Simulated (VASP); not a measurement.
Runs of VASP 6.6.1 on MgS. The structure is that of space group Fm-3m (No. 225), or close to it. The cells are those of the table. 

| level | cell | k mesh | smearing | grid for exact exchange (PRECFOCK) | share of exact exchange | screening parameter | gap on the mesh (eV) | pressure (GPa) |
| --- | --- | --- | --- | --- | --- | --- | --- | --- |
| HSE06 | a = 3.671 Å, angles 60.2°, 2 atoms | 6 × 6 × 6 | gaussian 0.01 eV | Normal | 0.25 | 0.2079 1/Å | 3.74 | -0.4 |
| r2SCAN | a = 3.671 Å, angles 60.2°, 2 atoms | 8 × 8 × 8 | gaussian 0.01 eV | - | - | - | 3.42 | -0.1 |
| PBE | a = 3.671 Å, angles 60.2°, 2 atoms | 8 × 8 × 8 | fermi-dirac 0.02 eV | - | - | - | (b) | (a) |
| r2SCAN | a = 3.679, b = 3.673, c = 3.673 Å, angles 60.1, 59.9, 59.9°, 2 atoms | 8 × 8 × 8 | gaussian 0.01 eV | - | - | - | 3.42 | -0.2 |
| HSE06 | a = 3.679, b = 3.673, c = 3.673 Å, angles 60.1, 59.9, 59.9°, 2 atoms | 6 × 6 × 6 | gaussian 0.01 eV | Normal | 0.25 | 0.2079 1/Å | 3.74 | -0.4 |
| PBE | a = 3.679, b = 3.673, c = 3.673 Å, angles 60.1, 59.9, 59.9°, 2 atoms | 8 × 8 × 8 | fermi-dirac 0.02 eV | - | - | - | 2.77 | 1.2 |

Alike in all rows: task single point; potentials or basis VASP PAW PBE potentials, release 64 (Mg, S); no spin polarisation; cutoff (eV) 520.

Task: Estimate the missing entries.

Result: (a) 1.1; (b) 2.76.

Caveats: the PAW data sets were made with another functional, which shifts forces and pressure a little (at least some runs).

A k mesh can miss the band edges.
